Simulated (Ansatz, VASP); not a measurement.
One calculation of Al2GaAs3, two programs

```
CELL_PARAMETERS angstrom
4.07566 0.00025 0.00001
0.00031 6.99668 -0.01756
-0.00115 -0.02529 9.91171
ATOMIC_POSITIONS crystal
Al 0.99989 0.33340 0.66690
Al 0.49969 0.83358 0.66675
Al 0.49990 0.16689 0.33380
Al 0.99995 0.66665 0.33394
Ga 0.50036 0.50031 0.99943
Ga 0.00010 0.00001 0.99971
As 0.99968 0.99964 0.74908
As 0.50016 0.49973 0.74885
As 0.99995 0.33310 0.41661
As 0.49997 0.83322 0.41642
As 0.50009 0.16678 0.08420
As 0.00027 0.66669 0.08430
```

Change from the starting cell: cell x2, atoms moved at random (sigma 0.15 Å) and cell strained at random (1.5 %), then relaxed without symmetry.

Alike in both runs: functional PBE; k mesh 4 × 2 × 2; occupations gaussian, width 0.1 eV; no spin polarisation.

Ansatz relaxed the structure, and its values are those at the end. VASP's run is a single point on that final structure, the one shown.

```csv
,VASP,Ansatz
version,VASP 6.6.1,Ansatz 0.2.0
potentials or method,"VASP PAW PBE potentials, release 64 (Al, Ga_d, As), cutoff 520 eV","scalar-relativistic, plane waves, PAW"
valence electrons in the cell,68,128
```

|  | VASP | Ansatz | Ansatz less VASP |
| --- | --- | --- | --- |
| gap on the k mesh at the Fermi level (eV) | 0.92 | 0.92 | -0.001 |
| least direct gap on the mesh (eV) | 0.92 | 0.92 | -0.001 |
| pressure (GPa) | 0.2 | 0.0 | -0.16 |
| rms of the force components (eV/Å) | 0.008 | 0.007 | -0.0003 |

VASP's potentials hold 68 valence electrons a cell and Ansatz's 128, so a difference there can come from the potentials and not from the codes.

The k mesh is coarse, so the values compare programs but aren't converged.
